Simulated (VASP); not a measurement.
# AlRu: electric field gradients with PBEsol

AlRu:

```
CELL_PARAMETERS angstrom
2.97152 0.00000 0.00000
0.00000 2.97152 0.00000
0.00000 0.00000 2.97152
ATOMIC_POSITIONS crystal
Al 0.00000 0.00000 0.00000
Ru 0.50000 0.50000 0.50000
```

This cell differs from its parent crystal: volume scaled by 0.98.

```json
{
  "Program": "VASP 6.6.1",
  "Task": "electric field gradients",
  "Functional": "PBEsol",
  "Potentials or basis": "VASP PAW PBE potentials, release 64 (Al, Ru_pv)",
  "Cutoff": "520 eV",
  "k mesh": "12 × 12 × 12",
  "Occupations": "fermi-dirac, width 0.05 eV",
  "Spin": "no spin polarisation",
  "Dipole correction": "no",
  "Further INCAR settings": "ALGO = Normal; EDIFF = 1e-08; NBANDS = 16"
}
```

| Item | Value |
| --- | --- |
| Pressure | 1.0 GPa |

Levels at points of the mesh, in eV from the Fermi level:
| k point | band 6 | band 7 | band 8 | band 9 | band 10 | band 11 | band 12 | band 13 |
| --- | --- | --- | --- | --- | --- | --- | --- | --- |
| (0.00, 0.00, 0.00) | -3.70 | 0.20 | 0.20 | 0.20 | 6.18 | 6.18 | 6.18 | 11.12 |
| (0.50, 0.00, 0.00) | -2.87 | -1.64 | -1.64 | 0.46 | 2.36 | 7.44 | 11.11 | 11.11 |
| (0.50, 0.50, 0.00) | -1.38 | -1.38 | -1.20 | -1.20 | 1.59 | 5.41 | 6.49 | 10.77 |
| (0.50, 0.50, 0.50) | -4.74 | 1.68 | 1.68 | 2.73 | 4.15 | 4.15 | 4.15 | 8.77 |

It took 33 s on 1 thread of Intel(R) Xeon(R) Platinum 8259CL CPU @ 2.50GHz (Skylake/Cascade Lake) (shared host), peak memory 0.16 GiB.

Caveat: without QUAD_EFG the Cq values of the log hold for a quadrupole moment of 1 mb, not for the nuclei; the PAW data sets were made with another functional, which shifts forces and pressure a little.
